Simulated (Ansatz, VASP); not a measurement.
# Ag in VASP and in Ansatz

INCAR

```
SYSTEM = Ag
ALGO     = Normal         ! electronic algorithm
EDIFF    = 1E-7           ! SCF threshold, eV
ENCUT    = 520            ! plane-wave cutoff, eV
ISIF     = 2              ! what is computed and relaxed
ISMEAR   = -1             ! smearing method
LASPH    = .TRUE.         ! aspherical terms in the spheres
LCHARG   = .FALSE.        ! write CHGCAR
LREAL    = .FALSE.        ! projectors in reciprocal space
LWAVE    = .FALSE.        ! write WAVECAR
NBANDS   = 30             ! bands
NELM     = 80             ! most SCF steps
PREC     = Accurate       ! precision mode
SIGMA    = 0.08           ! smearing width, eV
```

Contents of KPOINTS:

```
k-points
0
G
  14 14 4
  0 0 0
```

The input POSCAR:

```
Ag
1.0
    2.7996129413      0.0000000000      0.0000000000
   -1.3998064707      2.4245359280      0.0000000000
    0.0000000000      0.0000000000     10.0000000000
Ag
4
Direct
    0.3333333333      0.6666666667      0.2500000000
    0.6666666667      0.3333333333      0.7500000000
    0.0000000000      0.0000000000      0.0000000000
    0.0000000000      0.0000000000      0.5000000000
```

Input for Ansatz:

```yaml
crystal:
  lattice:
    - [2.7996129413, 0.0, 0.0]
    - [-1.3998064707, 2.424535928, 0.0]
    - [0.0, 0.0, 10.0]
  atoms:
    - { symbol: Ag, position: [0.3333333333, 0.6666666667, 0.25] }
    - { symbol: Ag, position: [0.6666666667, 0.3333333333, 0.75] }
    - { symbol: Ag, position: [0.0, 0.0, 0.0] }
    - { symbol: Ag, position: [0.0, 0.0, 0.5] }
kpoints:
  mp_grid: { grid: [14, 14, 4] }
  band_path:
    path:
      - [0.0, 0.0, 0.0]
      - [0.5, 0.0, 0.0]
      - [0.3333333333, 0.3333333333, 0.0]
      - [0.0, 0.0, 0.0]
      - [0.0, 0.0, 0.5]
      - [0.5, 0.0, 0.5]
      - [0.3333333333, 0.3333333333, 0.5]
      - [0.0, 0.0, 0.5]
      - [0.5, 0.0, 0.5]
    npoints: 5
scf:
  occupations: { method: fermi_dirac, width: 0.08 }
hamiltonian:
  xc: lda
  pseudopotentials: { kind: all_electron, lapw: { basis_error: 0.0005 } }
output:
  forces: true
  stress: true
  eigenvalues: true
```

Change from the starting cell: equal xx and yy strain of -3 %.

Alike in both runs: task single point; functional LDA; k mesh 14 × 14 × 4; occupations fermi-dirac, width 0.08 eV; no spin polarisation.

|  | VASP | Ansatz |
| --- | --- | --- |
| version | VASP 6.6.1 | Ansatz 0.2.0 |
| potentials or method | VASP PAW LDA potentials, release 64 (Ag), cutoff 520 eV | all-electron LAPW, scalar-relativistic |

|  | VASP | Ansatz | Ansatz less VASP |
| --- | --- | --- | --- |
| pressure (GPa) | -5.4 | -5.5 | -0.15 |
| traceless stress, the component that is largest in VASP (GPa) | -5.64 | -5.58 | +0.053 |

LDA's correlation is that of Perdew and Zunger in VASP and of Perdew and Wang (1992) in Ansatz. Ansatz ran all-electron here, and VASP with PAW potentials.
